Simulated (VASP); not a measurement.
# TiC (P6_3mc) in VASP: single point with r2SCAN

Aim: the single point of TiC with r2SCAN.

Program: VASP 6.6.1. These are calculated values, not measurements. Logs are shortened: lines on timing, memory, paths and dates and some standing lists are left out, and cuts for length are marked.

### 1 The cell of the first run

The structure is hexagonal, space group P6_3mc (No. 186). The conventional cell has a = 3.574 Å, b = 3.574 Å, c = 5.867 Å, α = 90.00°, β = 90.00°, γ = 120.00°. Within 2.9 Å of Ti (site symmetry 3m) lie 4 C at 2.19 to 2.20 Å. C (site symmetry 3m) has 4 Ti at 2.19 to 2.20 Å within 2.9 Å.

### 2 Single point, r2SCAN

Input file POSCAR:

```
TiC
1.0
    3.5742201183      0.0000000000      0.0000000000
   -1.7871100591      3.0953654212      0.0000000000
    0.0000000000      0.0000000000      5.8673612971
Ti C
2 2
Direct
    0.3333333333      0.6666666667      0.4996013826
    0.6666666667      0.3333333333      0.9996013826
    0.3333333333      0.6666666667      0.8753986174
    0.6666666667      0.3333333333      0.3753986174
```

Input file INCAR.step1:

```
PREC = Accurate ; ENCUT = 520
ISMEAR = 0 ; SIGMA = 0.1
LREAL = F ; LASPH = T
NELM = 80 ; NBANDS = 24
GGA = PE ; ALGO = Normal
EDIFF = 1E-4 ; LWAVE = T
LCHARG = F
```

Input file INCAR.step2:

```
PREC = Accurate ; ENCUT = 520
EDIFF = 1E-7 ; ISMEAR = 0
SIGMA = 0.1 ; LREAL = F
LASPH = T ; NELM = 80
ALGO = Normal ; ISIF = 2
LWAVE = F ; LCHARG = F
METAGGA = R2SCAN ; LMIXTAU = T
NBANDS = 24 ; ISTART = 1
```

Input file KPOINTS:

```
regular mesh
0
Gamma
  6 6 4
```

Potentials or basis: VASP PAW PBE potentials, release 64 (Ti_sv, C).

Launch:

```console
> cat potpaw_PBE.64/Ti_sv/POTCAR potpaw_PBE.64/C/POTCAR > POTCAR
> cp INCAR.step1 INCAR
> mpirun -np 1 vasp_std > vasp.out
> cp INCAR.step2 INCAR
> mpirun -np 1 vasp_std > vasp.out
```

OUTCAR:

```text
PREC = Accurate
   ENCUT = 520
   EDIFF = 1E-7
   ISMEAR = 0
   LREAL = F
   LASPH = T
   NELM = 80
   ISIF = 2
   METAGGA = R2SCAN
   ISTART = 1

 ion  position               nearest neighbor table
   1  0.333  0.667  0.500-   4 2.19   4 2.19   4 2.19   3 2.20
   2  0.667  0.333  1.000-   3 2.19   3 2.19   3 2.19   4 2.20
   3  0.333  0.667  0.875-   2 2.19   2 2.19   2 2.19   1 2.20
   4  0.667  0.333  0.375-   1 2.19   1 2.19   1 2.19   2 2.20

  LATTYP: Found a hexagonal cell.
 ALAT       =     3.5742201183
 C/A-ratio  =     1.6415780514

  Lattice vectors:

 A1 = (   3.5742201183,   0.0000000000,   0.0000000000)
 A2 = (  -1.7871100591,   3.0953654212,   0.0000000000)
 A3 = (   0.0000000000,   0.0000000000,   5.8673612971)

Analysis of symmetry for initial positions (statically):
=====================================================================
 Subroutine PRICEL returns:
 Original cell was already a primitive cell.

 Routine SETGRP: Setting up the symmetry group for a
 hexagonal supercell.

 Subroutine GETGRP returns: Found 12 space group operations
 (whereof  6 operations were pure point group operations)
 out of a pool of 24 trial point group operations.

The static configuration has the point symmetry C_3v.
 The point group associated with its full space group is C_6v.

Analysis of symmetry for dynamics (positions and initial velocities):
=====================================================================
 Subroutine PRICEL returns:
 Original cell was already a primitive cell.

 Routine SETGRP: Setting up the symmetry group for a
 hexagonal supercell.

 Subroutine GETGRP returns: Found 12 space group operations
 (whereof  6 operations were pure point group operations)
 out of a pool of 24 trial point group operations.

The dynamic configuration has the point symmetry C_3v.
 The point group associated with its full space group is C_6v.

 Subroutine INISYM returns: Found 12 space group operations
 (whereof  6 operations are pure point group operations),
 and found     1 'primitive' translations

----------------------------------------------------------------------------------------

                                     Primitive cell

  volume of cell :      64.9137

  direct lattice vectors                    reciprocal lattice vectors
     3.574220118  0.000000000  0.000000000     0.279781314  0.161531817  0.000000000
    -1.787110059  3.095365421  0.000000000     0.000000000  0.323063634  0.000000000
     0.000000000  0.000000000  5.867361297     0.000000000  0.000000000  0.170434366

  length of vectors
     3.574220118  3.574220118  5.867361297     0.323063634  0.323063634  0.170434366

  position of ions in fractional coordinates (direct lattice)
     0.333333333  0.666666667  0.499601383
     0.666666667  0.333333333  0.999601383
     0.333333333  0.666666667  0.875398617
     0.666666667  0.333333333  0.375398617

  ion indices of the primitive-cell ions
   primitive index   ion index
                 1           1
                 2           2
                 3           3
                 4           4

----------------------------------------------------------------------------------------

 KPOINTS: regular mesh

Automatic generation of k-mesh.
 Grid dimensions read from file:
 generate k-points for:    6    6    4

 Generating k-lattice:

  Cartesian coordinates                     Fractional coordinates (reciprocal lattice)
     0.046630219  0.026921969  0.000000000     0.166666667  0.000000000  0.000000000
     0.000000000  0.053843939  0.000000000     0.000000000  0.166666667  0.000000000
     0.000000000  0.000000000  0.042608591     0.000000000  0.000000000  0.250000000

  Length of vectors
     0.053843939  0.053843939  0.042608591

  Shift w.r.t. Gamma in fractional coordinates (k-lattice)
     0.000000000  0.000000000  0.000000000

 Subroutine IBZKPT returns following result:
 ===========================================

 Found     21 irreducible k-points:

 Following reciprocal coordinates:
            Coordinates               Weight
  0.000000  0.000000  0.000000      1.000000
  0.166667  0.000000  0.000000      6.000000
  0.333333  0.000000  0.000000      6.000000
  0.500000  0.000000  0.000000      3.000000
  0.166667  0.166667  0.000000      6.000000
  0.333333  0.166667  0.000000     12.000000
[... 13 lines left out ...]
  0.333333  0.166667  0.500000     12.000000
  0.333333  0.333333  0.500000      2.000000
   k-points           NKPTS =     21   k-points in BZ     NKDIM =     21   number of bands    NBANDS=     24
   number of dos      NEDOS =    301   number of ions     NIONS =      4
   total plane-waves  NPLWV =  37632
   dimension x,y,z NGX =    28 NGY =   28 NGZ =   48
   dimension x,y,z NGXF=    56 NGYF=   56 NGZF=   96
   ions per type =               2   2
   NGX,Y,Z   is equivalent  to a cutoff of  13.02, 13.02, 13.60 a.u.
   NGXF,Y,Z  is equivalent  to a cutoff of  26.05, 26.05, 27.20 a.u.
 SYSTEM =  unknown system
   PREC   = accura    normal or accurate (medium, high low for compatibility)
   ISTART =      1    job   : 0-new  1-cont  2-samecut
   ICHARG =      0    charge: 1-file 2-atom 10-const
   ISPIN  =      1    spin polarized calculation?
   LNONCOLLINEAR =      F non collinear calculations
   LSORBIT =      F    spin-orbit coupling
   LASPH  =      T    aspherical Exc in radial PAW
   ENCUT  =  520.0 eV  38.22 Ry    6.18 a.u.   6.65  6.65 10.91*2*pi/ulx,y,z
   NELM   =     80;   NELMIN=  2; NELMDL=  0     # of ELM steps
   EDIFF  = 0.1E-06   stopping-criterion for ELM
   LREAL  =      F    real-space projection
   EDIFFG = 0.1E-05   stopping-criterion for IOM
   NSW    =      0    number of steps for IOM
   IBRION =     -1    ionic relax: 0-MD 1-quasi-New 2-CG
   NFREE  =      0    steps in history (QN), initial steepest desc. (CG)
   ISIF   =      2    stress and relaxation
   ISYM   =      2    0-nonsym 1-usesym 2-fastsym
   POTIM  = 0.5000    time-step for ionic-motion
   TEBEG  =    0.0;   TEEND  =   0.0 temperature during run
   PSTRESS=    0.0 pullay stress
   NELECT =      32.0000    total number of electrons
   NUPDOWN=      -1.0000    fix difference up-down
   EMIN   =  10.00;   EMAX   =-10.00  energy-range for DOS
   EFERMI =   0.00;   METHOD = LEGACY
   ISMEAR =     0;   SIGMA  =   0.10  broadening in eV -4-tet -1-fermi 0-gaus
   EFERMI_NEDOS =   21; number of points for ismear=-14 and -15
   IALGO  =     38    algorithm
   IMIX   =      4    mixing-type and parameters
     AMIX     =   0.40;   BMIX     =  1.00
     AMIX_MAG =   1.60;   BMIX_MAG =  1.00
  volume/ion in A,a.u.               =      16.23       109.51
  Fermi-wavevector in a.u.,A,eV,Ry     =   1.293241  2.443871 22.755368  1.672472
  Thomas-Fermi vector in A             =   2.424899
   LORBIT       =      0    0 simple, 1 ext, 2 COOP (PROOUT), +10 PAW based schemes
   METAGGA = R2SCAN    functional components
   LHFCALC =     F    Hartree Fock is set to
   AEXX    =    0.0000 exact exchange contribution
   IVDW    =     0    specifies the selected vdW correction
   LEPSILON=     F    determine dielectric tensor
   LRPA    =     F    only Hartree local field effects (RPA)
 non-spin polarized calculation
 Gauss-broadening in eV      SIGMA  =   0.10
  energy-cutoff  :      520.00
  volume of cell :       64.91
 maximum number of plane-waves:      1786
 NGX is ok and might be reduce to    28
   NGX = 13   NGY = 13   NGZ = 21

 number of electron      32.0000003 magnetization

 Free energy of the ion-electron system (eV)
  ---------------------------------------------------
  ext. energy  EPLUGINS =         0.00000000
  ---------------------------------------------------
  free energy    TOTEN  =       -46.27053858 eV

  energy without entropy =      -46.27053858  energy(sigma->0) =      -46.27053858

 E-fermi :   4.2515     XC(G=0): -10.7221

 val. band max:        3.7788073867   @ k =   0.5000   0.0000   0.0000
 cond. band min:       4.9636447211   @ k =   0.3333   0.0000   0.0000
 fundamental gap:      1.1848373345
 Fermi energy:         4.2514883154

 k-point     1 :       0.0000    0.0000    0.0000
  band No.  band energies     occupation
      1     -55.0441      2.00000
      2     -55.0352      2.00000
      3     -30.2490      2.00000
      4     -30.1723      2.00000
      5     -30.1723      2.00000
      6     -30.1577      2.00000
[... 16 lines left out ...]
     23       9.3955      0.00000
     24       9.3955      0.00000

 k-point     2 :       0.1667    0.0000    0.0000
  band No.  band energies     occupation
      1     -55.0420      2.00000
      2     -55.0341      2.00000
      3     -30.2417      2.00000
      4     -30.1908      2.00000
      5     -30.1781      2.00000
      6     -30.1778      2.00000
[... 16 lines left out ...]
     23       8.9628      0.00000
     24       9.8673      0.00000

 k-point     3 :       0.3333    0.0000    0.0000
  band No.  band energies     occupation
      1     -55.0375      2.00000
      2     -55.0323      2.00000
      3     -30.2349      2.00000
      4     -30.2196      2.00000
      5     -30.2146      2.00000
      6     -30.1893      2.00000
[... 16 lines left out ...]
     23       8.0025      0.00000
     24       8.5160      0.00000
[... 433 lines left out ...]
 k-point    20 :       0.3333    0.1667    0.5000
  band No.  band energies     occupation
      1     -55.0333      2.00000
      2     -55.0333      2.00000
      3     -30.2462      2.00000
      4     -30.2462      2.00000
      5     -30.1962      2.00000
      6     -30.1962      2.00000
[... 16 lines left out ...]
     23       7.9551      0.00000
     24       7.9551      0.00000

 k-point    21 :       0.3333    0.3333    0.5000
  band No.  band energies     occupation
      1     -55.0326      2.00000
      2     -55.0326      2.00000
      3     -30.2426      2.00000
      4     -30.2426      2.00000
      5     -30.2123      2.00000
      6     -30.2123      2.00000
[... 16 lines left out ...]
     23       7.3733      0.00000
     24       7.3734      0.00000

------------------------ aborting loop because EDIFF is reached ----------------------------------------

  FORCE on cell =-STRESS in cart. coord.  units (eV):
  Direction    XX          YY          ZZ          XY          YZ          ZX
  --------------------------------------------------------------------------------------
  -------------------------------------------------------------------------------------
  Total       -9.4017420     -9.4017420    -11.9385620     -0.0000000      0.0000000      0.0000000
  in kB     -232.0506875   -232.0506875   -294.6636399     -0.0000000      0.0000000      0.0000000
  external PRESSURE =    -252.9216717 kB  Pullay stress =       0.0000000 kB

 VOLUME and BASIS-vectors are now :
 -----------------------------------------------------------------------------
  energy-cutoff  :      520.00
  volume of cell :       64.91
      direct lattice vectors                 reciprocal lattice vectors
     3.574220118  0.000000000  0.000000000     0.279781314  0.161531817  0.000000000
    -1.787110059  3.095365421  0.000000000     0.000000000  0.323063634  0.000000000
     0.000000000  0.000000000  5.867361297     0.000000000  0.000000000  0.170434366

 POSITION                                       TOTAL-FORCE (eV/Angst)
 -----------------------------------------------------------------------------------
     -0.00000      2.06358      2.93134        -0.000000      0.000000     -0.293229
      1.78711      1.03179      5.86502         0.000000      0.000000     -0.293229
     -0.00000      2.06358      5.13628        -0.000000      0.000000      0.293229
      1.78711      1.03179      2.20260         0.000000      0.000000      0.293229
 -----------------------------------------------------------------------------------
    total drift:                                0.000000     -0.000000      0.006934

  FREE ENERGIE OF THE ION-ELECTRON SYSTEM (eV)
  ---------------------------------------------------
  free  energy   TOTEN  =       -46.2705385764 eV

  energy  without entropy=      -46.2705385764  energy(sigma->0) =      -46.27053858
```

Wall time 5.8 min (1 thread of Intel Xeon 8259CL, shared host); peak memory 0.21 GiB.

What came out:

```
Free energy            : -46.2705 eV
Pressure               : -25.3 GPa
Largest force          : 0.293 eV/Å
Band gap on the k mesh : 1.18 eV (least direct gap 1.47 eV)
```

Forces on the atoms (eV/Å):
```
Ti   0.000  0.000 -0.293
Ti   0.000  0.000 -0.293
C    0.000  0.000  0.293
C    0.000  0.000  0.293
```

Levels at points of the mesh, in eV from the valence-band top:
| k point | band 12 | band 13 | band 14 | band 15 | band 16 | band 17 | band 18 | band 19 | band 20 | band 21 |
| --- | --- | --- | --- | --- | --- | --- | --- | --- | --- | --- |
| (0.00, 0.00, 0.00) | -1.29 | -1.29 | -1.29 | -0.92 | -0.92 | 2.04 | 2.04 | 2.79 | 2.79 | 3.12 |
| (0.50, 0.00, 0.00) | -2.17 | -1.02 | -0.86 | -0.34 | 0.00 | 1.63 | 1.88 | 2.70 | 2.93 | 3.05 |
| (0.00, 0.00, 0.50) | -2.07 | -1.15 | -1.15 | -1.15 | -1.15 | 2.50 | 2.50 | 2.50 | 2.50 | 4.85 |
| (0.50, 0.00, 0.50) | -2.57 | -0.76 | -0.76 | -0.49 | -0.49 | 2.33 | 2.33 | 2.79 | 2.79 | 3.15 |

Caveat: the cell stands under tension; the PAW data sets were made with another functional, which shifts forces and pressure a little. A k mesh can miss the band edges.
